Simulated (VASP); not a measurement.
Here is a VASP 6.6.1 calculation.

INCAR

```
PREC = Accurate
ENCUT = 520
EDIFF = 1E-7
ISMEAR = 0
SIGMA = 0.02
LREAL = False
LASPH = True
NELM = 60
ALGO = Normal
ISIF = 2
LWAVE = False
LCHARG = False
GGA = PS
NBANDS = 49
```

The input KPOINTS:

```
regular mesh
0
Gamma
  12 12 1
```

Contents of POSCAR:

```
WSe2
1.0
    3.2709028621      0.0000000000      0.0000000000
   -1.6354514310      2.8326849719      0.0000000000
    0.0000000000      0.0000000000     29.1847499586
W Se
3 6
Direct
    0.6666666667      0.3333333333      0.0000000000
    0.3333333333      0.6666666667      0.7734641533
    0.3333333333      0.6666666667      0.2265358467
    0.3333333333      0.6666666667      0.0573689714
    0.6666666667      0.3333333333      0.8308403010
    0.6666666667      0.3333333333      0.2838341640
    0.3333333333      0.6666666667      0.9426310286
    0.6666666667      0.3333333333      0.7161658360
    0.6666666667      0.3333333333      0.1691596990
```

Potentials or basis: VASP PAW PBE potentials, release 64 (W_sv, Se).

Command:

```sh
$ cat potpaw_PBE.64/W_sv/POTCAR potpaw_PBE.64/Se/POTCAR > POTCAR
$ mpirun -np 1 vasp_std > vasp.out
```

(1) Estimate the band gap on the k mesh.

(2) What does it give for the largest force?

## Answers

(1) 1.24 eV (least direct gap 1.62 eV).

(2) 0.062 eV/Å.

Caveat: there is no dipole correction, which matters where the two faces differ; the PAW data sets were made with another functional, which shifts forces and pressure a little; spin-orbit coupling is left out, which moves the levels of the heavy elements.
